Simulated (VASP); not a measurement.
Input of a VASP 6.6.1 run:

The input INCAR:

```
SYSTEM = Zr3N2
PREC     = Accurate       ! precision mode
ENCUT    = 520            ! plane-wave cutoff, eV
EDIFF    = 1E-6           ! SCF threshold, eV
ISMEAR   = 0              ! smearing method
SIGMA    = 0.15           ! smearing width, eV
LREAL    = .FALSE.        ! projectors in reciprocal space
LASPH    = .TRUE.         ! aspherical terms in the spheres
NELM     = 100            ! most SCF steps
ALGO     = Normal         ! electronic algorithm
ISIF     = 2              ! what is computed and relaxed
LWAVE    = .FALSE.        ! write WAVECAR
LCHARG   = .TRUE.         ! write CHGCAR
GGA      = PS             ! functional
LELF     = .TRUE.         ! ELF
LVHAR    = .TRUE.       
NBANDS   = 57             ! bands
```

Contents of KPOINTS:

```
Automatic mesh
0
G
  9 9 9
  0 0 0
```

File POSCAR:

```
Zr3N2
1.0
    2.7996832964      1.6163979048      5.1927419153
   -2.7996832964      1.6163979048      5.1927419153
    0.0000000000     -3.2327958097      5.1927419153
Zr N
6 4
Direct
    0.4249861100      0.0750138900      0.7500000000
    0.0750138900      0.7500000000      0.4249861100
    0.7500000000      0.4249861100      0.0750138900
    0.2500000000      0.5750138900      0.9249861100
    0.9249861100      0.2500000000      0.5750138900
    0.5750138900      0.9249861100      0.2500000000
    0.3386545828      0.3386545828      0.3386545828
    0.1613454172      0.1613454172      0.1613454172
    0.8386545828      0.8386545828      0.8386545828
    0.6613454172      0.6613454172      0.6613454172
```

Potentials or basis: VASP PAW PBE potentials, release 64 (Zr_sv, N).

Run with:

```console
$ cat potpaw_PBE.64/Zr_sv/POTCAR potpaw_PBE.64/N/POTCAR > POTCAR
$ mpirun -np 1 vasp_std > vasp.out
```

**Question.** Estimate the band gap on the k mesh.

**Answer.** Zero (band 46 reaches 10.65 eV, above the bottom of band 47 at 10.04 eV).

**Question.** Estimate the largest force.

**Answer.** 0.010 eV/Å.

**Question.** What does it give for the pressure?

**Answer.** 0.3 GPa.

Forces in eV/Å, atoms in the order of the input:
```
Zr  -0.010  0.000  0.000
Zr   0.005  0.009  0.000
Zr   0.005 -0.009  0.000
Zr  -0.005  0.009  0.000
Zr  -0.005 -0.009  0.000
Zr   0.010  0.000  0.000
N    0.000  0.000  0.001
N    0.000  0.000 -0.001
N    0.000  0.000  0.001
N    0.000  0.000 -0.001
```

Caveat: the PAW data sets were made with another functional, which shifts forces and pressure a little.
